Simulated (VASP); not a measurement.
# Nb (Fm-3m) in VASP: further runs, part 2 of 2

VASP 6.6.1. Earlier steps stand in the parts before.

### 4 Single point, PBE0

This run uses another cell than the first one, of 18.92 Å³/atom.

POSCAR

```
Nb
1.0
    0.0000000000      2.1150000000      2.1150000000
    2.1150000000      0.0000000000      2.1150000000
    2.1150000000      2.1150000000      0.0000000000
Nb
1
Direct
    0.0000000000      0.0000000000      0.0000000000
```

INCAR.step1

```
SYSTEM = Nb
PREC = Accurate
ENCUT = 400
EDIFF = 1E-5
ISMEAR = -1
SIGMA = 0.1
LREAL = .False.
LASPH = .True.
NELM = 120
ALGO = Normal
ISIF = 2
LWAVE = .True.
LCHARG = .False.
NBANDS = 12
GGA = PE
GGA_COMPAT = .False.
```

INCAR.step2

```
SYSTEM = Nb
PREC = Accurate
ENCUT = 400
EDIFF = 1E-6
ISMEAR = -1
SIGMA = 0.1
LREAL = .False.
LASPH = .True.
NELM = 120
ALGO = Normal
ISIF = 2
LWAVE = .False.
LCHARG = .False.
GGA = PE
LHFCALC = .True.
AEXX = 0.25
PRECFOCK = Normal
NBANDS = 12
ISTART = 1
GGA_COMPAT = .False.
```

KPOINTS

```
regular mesh
0
Gamma
  7 7 7
  0 0 0
```

Potentials or basis: VASP PAW PBE potentials, release 64 (Nb_sv).

On the command line:

```bash
cat potpaw_PBE.64/Nb_sv/POTCAR > POTCAR
cp INCAR.step1 INCAR
mpirun -np 1 vasp_std > vasp.out
cp INCAR.step2 INCAR
mpirun -np 1 vasp_std > vasp.out
```

OUTCAR:

```text
SYSTEM = Nb
   PREC = Accurate
   ENCUT = 400
   EDIFF = 1E-6
   ISMEAR = -1
   LREAL = .False.
   LASPH = .True.
   NELM = 120
   ISIF = 2
   GGA = PE
   LHFCALC = .True.
   AEXX = 0.25
   PRECFOCK = Normal
   ISTART = 1

 ion  position               nearest neighbor table
   1  0.000  0.000  0.000-

  LATTYP: Found a face centered cubic cell.
 ALAT       =     4.2300000000

  Lattice vectors:

 A1 = (   0.0000000000,   2.1150000000,   2.1150000000)
 A2 = (   2.1150000000,   0.0000000000,   2.1150000000)
 A3 = (   2.1150000000,   2.1150000000,   0.0000000000)

Analysis of symmetry for initial positions (statically):
=====================================================================
 Subroutine PRICEL returns:
 Original cell was already a primitive cell.

 Routine SETGRP: Setting up the symmetry group for a
 face centered cubic supercell.

 Subroutine GETGRP returns: Found 48 space group operations
 (whereof 48 operations were pure point group operations)
 out of a pool of 48 trial point group operations.

The static configuration has the point symmetry O_h .
[... 167 lines left out ...]

 k-point     1 :       0.0000    0.0000    0.0000
  band No.  band energies     occupation
      1     -48.3976      2.00000
      2     -22.2950      2.00000
      3     -22.2950      2.00000
      4     -22.2950      2.00000
      5       3.0939      2.00000
      6      11.4708      0.01082
      7      11.4708      0.01082
      8      11.4708      0.01082
      9      14.6866      0.00000
     10      14.6866      0.00000
     11      23.5767      0.00000
     12      28.7366      0.00000
[... 271 lines left out ...]
 k-point    20 :      -0.2857    0.4286    0.1429
  band No.  band energies     occupation
      1     -48.1214      2.00000
      2     -23.1925      2.00000
      3     -23.1137      2.00000
      4     -22.6988      2.00000
      5       7.4170      2.00000
      6       8.2896      2.00000
      7       9.7056      1.99999
      8      13.8080      0.00000
      9      16.5291      0.00000
     10      20.7458      0.00000
     11      22.1766      0.00000
     12      24.2197      0.00000

------------------------ aborting loop because EDIFF is reached ----------------------------------------

  FORCE on cell =-STRESS in cart. coord.  units (eV):
  Direction    XX          YY          ZZ          XY          YZ          ZX
  --------------------------------------------------------------------------------------
  -------------------------------------------------------------------------------------
  Total       -0.7178834     -0.7178834     -0.7178834      0.0000000      0.0000000      0.0000000
  in kB      -60.7859712    -60.7859712    -60.7859712      0.0000000      0.0000000      0.0000000
  external PRESSURE =     -60.7859712 kB  Pullay stress =       0.0000000 kB

 VOLUME and BASIS-vectors are now :
 -----------------------------------------------------------------------------
  energy-cutoff  :      400.00
  volume of cell :       18.92
      direct lattice vectors                 reciprocal lattice vectors
     0.000000000  2.115000000  2.115000000    -0.236406619  0.236406619  0.236406619
     2.115000000  0.000000000  2.115000000     0.236406619 -0.236406619  0.236406619
     2.115000000  2.115000000  0.000000000     0.236406619  0.236406619 -0.236406619

 POSITION                                       TOTAL-FORCE (eV/Angst)
 -----------------------------------------------------------------------------------
      0.00000      0.00000      0.00000        -0.000000      0.000000      0.000000
 -----------------------------------------------------------------------------------
    total drift:                               -0.000000     -0.000000      0.000000

  FREE ENERGIE OF THE ION-ELECTRON SYSTEM (eV)
  ---------------------------------------------------
  free  energy   TOTEN  =       -12.6311607682 eV

  energy  without entropy=      -12.6272185522  energy(sigma->0) =      -12.62918966
```

Run time: 11 min. Hardware: 1 thread of Intel Xeon Platinum 8488C (Sapphire Rapids), shared host; peak memory 0.13 GiB.

Results:

* Free energy: -12.6312 eV
* Pressure: -6.1 GPa
* Band gap on the k mesh: zero (an odd number of electrons rules out a gap without spin polarisation)

Levels at points of the mesh, in eV from the Fermi level:
| k point | band 2 | band 3 | band 4 | band 5 | band 6 | band 7 | band 8 | band 9 | band 10 | band 11 |
| --- | --- | --- | --- | --- | --- | --- | --- | --- | --- | --- |
| (0.00, 0.00, 0.00) | -33.24 | -33.24 | -33.24 | -7.86 | 0.52 | 0.52 | 0.52 | 3.74 | 3.74 | 12.63 |

Caveat: the k points lie up to 0.37 Å⁻¹ apart, too coarse for converged energies and pressures of a metal; the PAW data sets were made with another functional, which shifts forces and pressure a little.

### 5 Single point, r2SCAN50 (17.41 Å³/atom)

This run uses another cell than the first one, of 17.41 Å³/atom.

POSCAR

```
Nb
1.0
    0.0000000000      2.0570253700      2.0570253700
    2.0570253700      0.0000000000      2.0570253700
    2.0570253700      2.0570253700      0.0000000000
Nb
1
Direct
    0.0000000000      0.0000000000      0.0000000000
```

INCAR.step1

```
PREC = Accurate
ENCUT = 440
EDIFF = 1E-5
ISMEAR = 0
SIGMA = 0.15
LREAL = F
LASPH = T
NELM = 120
ALGO = Normal
ISIF = 2
LWAVE = T
LCHARG = F
NBANDS = 12
GGA = PE
GGA_COMPAT = F
```

INCAR.step2

```
PREC = Accurate
ENCUT = 440
EDIFF = 1E-6
ISMEAR = 0
SIGMA = 0.15
LREAL = F
LASPH = T
NELM = 120
ALGO = Normal
ISIF = 2
LWAVE = F
LCHARG = F
METAGGA = R2SCAN
LHFCALC = T
AEXX = 0.5
LMIXTAU = T
PRECFOCK = Normal
NBANDS = 12
ISTART = 1
GGA_COMPAT = F
```

KPOINTS

```
Automatic mesh
0
Gamma
  8 8 8
```

On the command line:

```bash
cat potpaw_PBE.64/Nb_sv/POTCAR > POTCAR
cp INCAR.step1 INCAR
mpirun -np 1 vasp_std > vasp.out
cp INCAR.step2 INCAR
mpirun -np 1 vasp_std > vasp.out
```

It took 23 min on 1 thread of Intel Xeon Platinum 8488C (Sapphire Rapids), shared host; peak memory 0.14 GiB.

The run converged. Its results:

```yaml
Free_energy: -22.9957 eV
Pressure: 11.1 GPa
Band_gap_on_the_k_mesh: zero (an odd number of electrons rules out a gap without spin polarisation)
```

Levels at points of the mesh, in eV from the Fermi level:
| k point | band 2 | band 3 | band 4 | band 5 | band 6 | band 7 | band 8 | band 9 | band 10 | band 11 |
| --- | --- | --- | --- | --- | --- | --- | --- | --- | --- | --- |
| (0.00, 0.00, 0.00) | -36.29 | -36.29 | -36.29 | -9.96 | 0.90 | 0.90 | 0.90 | 5.29 | 5.29 | 13.77 |
| (0.50, 0.00, 0.00) | -38.21 | -36.51 | -36.51 | -6.85 | 0.90 | 0.90 | 1.13 | 7.40 | 7.40 | 13.70 |
| (0.50, 0.50, 0.00) | -38.05 | -36.91 | -36.91 | -6.97 | -6.32 | 4.88 | 7.79 | 7.99 | 7.99 | 14.17 |

Caveat: the cell stands under pressure; the PAW data sets were made with another functional, which shifts forces and pressure a little.

### 6 Overview

| level | spin | cell | k mesh | cutoff (eV) | smearing | grid for exact exchange (PRECFOCK) | share of exact exchange | gap on the mesh (eV) | pressure (GPa) | moment (μB) |
| --- | --- | --- | --- | --- | --- | --- | --- | --- | --- | --- |
| b88 exchange, pbe correlation | collinear | a = 3.011 Å, angles 60.0°, 1 atom | 11 × 11 × 11 | 500 | gaussian 0.15 eV | - | - | none | -5.4 | 0.00 |
| b88 exchange, pbe correlation | collinear | a = 3.050 Å, angles 60.0°, 1 atom | 11 × 11 × 11 | 500 | gaussian 0.15 eV | - | - | none | -10.5 | 0.00 |
| PBE0 | off | a = 2.991 Å, angles 60.0°, 1 atom | 7 × 7 × 7 | 400 | fermi-dirac 0.1 eV | Normal | 0.25 | none | -6.1 | - |
| r2SCAN50 | off | a = 2.909 Å, angles 60.0°, 1 atom | 8 × 8 × 8 | 440 | gaussian 0.15 eV | Normal | 0.5 | none | 11.1 | - |

Alike in all rows: task single point; potentials or basis VASP PAW PBE potentials, release 64 (Nb_sv).

Caveats: some runs use coarse meshes; the PAW data sets were made with another functional, which shifts forces and pressure a little; the cell stands under tension (at least some runs); the cell stands under pressure (at least some runs).

Absolute energies hang on the potentials; compare differences alone.
